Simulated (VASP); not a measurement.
HfO2: single point with PBE

The system is HfO2.

```
CELL_PARAMETERS angstrom
3.65033 0.00000 0.00000
0.00000 3.65033 0.00000
0.00000 0.00000 5.44000
ATOMIC_POSITIONS crystal
Hf 0.50000 0.50000 0.50000
Hf 0.00000 0.00000 0.00000
O 0.00000 0.50000 0.68011
O 0.50000 0.00000 0.81989
O 0.50000 0.00000 0.31989
O 0.00000 0.50000 0.18011
```

This cell differs from its parent crystal: volume scaled by 1.06, then relaxed in part.

```yaml
Program: VASP 6.6.1
Task: single point
Functional: PBE
Potentials_or_basis: VASP PAW PBE potentials, release 64 (Hf_pv, O)
Cutoff: 520 eV
k_mesh: 6 × 6 × 4
Occupations: gaussian, width 0.02 eV
Spin: no spin polarisation
```

| Property | Result |
| --- | --- |
| Pressure | -10.8 GPa |
| Largest force | 0.067 eV/Å |
| Band gap on the k mesh | 4.65 eV, indirect (least direct gap 4.70 eV) |

Forces on the atoms (eV/Å):
```
Hf   0.000  0.000  0.000
Hf   0.000  0.000  0.000
O    0.000  0.000 -0.067
O    0.000  0.000  0.067
O    0.000  0.000  0.067
O    0.000  0.000 -0.067
```

Stress tensor (GPa, compression positive):
```
-10.90   0.00   0.00
  0.00 -10.90   0.00
  0.00   0.00 -10.56
```

Levels at points of the mesh, in eV from the valence-band top:
```tsv
k point	band 18	band 19	band 20	band 21	band 22	band 23	band 24	band 25	band 26	band 27
(0.00, 0.00, 0.00)	-1.45	-1.15	-0.22	-0.05	-0.05	4.65	4.67	5.53	5.75	6.53
(0.50, 0.00, 0.00)	-1.89	-1.26	-1.26	-0.18	-0.18	4.94	4.94	5.89	5.89	6.66
(0.50, 0.50, 0.00)	-1.03	-0.93	-0.93	-0.60	-0.60	5.55	5.55	6.15	6.15	6.51
(0.00, 0.00, 0.50)	-2.51	-0.86	-0.86	0.00	0.00	5.16	5.16	5.57	5.57	7.96
(0.50, 0.00, 0.50)	-1.65	-1.36	-1.36	-0.74	-0.74	4.99	4.99	5.53	5.53	6.68
(0.50, 0.50, 0.50)	-1.69	-1.62	-1.62	-0.24	-0.24	5.57	5.57	6.37	6.37	6.54
```

Wall time 54 s on 1 thread of Intel(R) Xeon(R) Platinum 8375C CPU @ 2.90GHz (Ice Lake) (shared host), peak memory 0.21 GiB.

Caveat: spin-orbit coupling is left out, which moves the levels of the heavy elements. A k mesh can miss the band edges.
